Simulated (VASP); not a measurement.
# Ti: single point with LDA

The system is Ti.

```
Ti
1.0
    -1.73235    1.73235    1.47250
     1.73235   -1.73235    1.47250
     1.73235    1.73235   -1.47250
Ti
1
Direct
  0.00000 0.00000 0.00000
```

This cell differs from its parent crystal: ratio of the length along z to the lengths across it x 0.85, volume and fractional coordinates fixed.

- Program: VASP 6.6.1
- Task: single point
- Functional: LDA
- Potentials or basis: VASP PAW LDA potentials, release 64 (Ti_sv)
- Cutoff: 520 eV
- k mesh: 22 × 22 × 22
- Occupations: gaussian, width 0.15 eV
- Spin: no spin polarisation
- Dipole correction: no
- Further INCAR settings: ALGO = Fast; EDIFF = 1e-07; NBANDS = 12

| Quantity | Value |
| --- | --- |
| Pressure | -10.8 GPa |
| Band gap on the k mesh | zero (band 6 reaches 8.50 eV, above the bottom of band 7 at 7.13 eV) |

Stress tensor (GPa, compression positive):
```
-10.91   0.00   0.00
  0.00 -10.91   0.00
  0.00   0.00 -10.66
```

Levels at points of the mesh, in eV from the Fermi level:
| k point | band 4 | band 5 | band 6 | band 7 | band 8 | band 9 |
| --- | --- | --- | --- | --- | --- | --- |
| (0.00, 0.00, 0.00) | -32.14 | -5.88 | 0.18 | 1.43 | 1.43 | 1.73 |
| (0.50, 0.00, 0.00) | -32.22 | -2.43 | -0.84 | 1.63 | 2.49 | 3.64 |
| (0.50, 0.50, 0.00) | -32.13 | -2.48 | 0.48 | 0.58 | 1.64 | 2.57 |
| (0.50, 0.50, 0.50) | -32.44 | -2.26 | -1.92 | 3.71 | 3.71 | 3.98 |

Wall time 3 min on 1 thread of Intel(R) Xeon(R) 6975P-C (Granite Rapids) (shared host), peak memory 0.27 GiB.
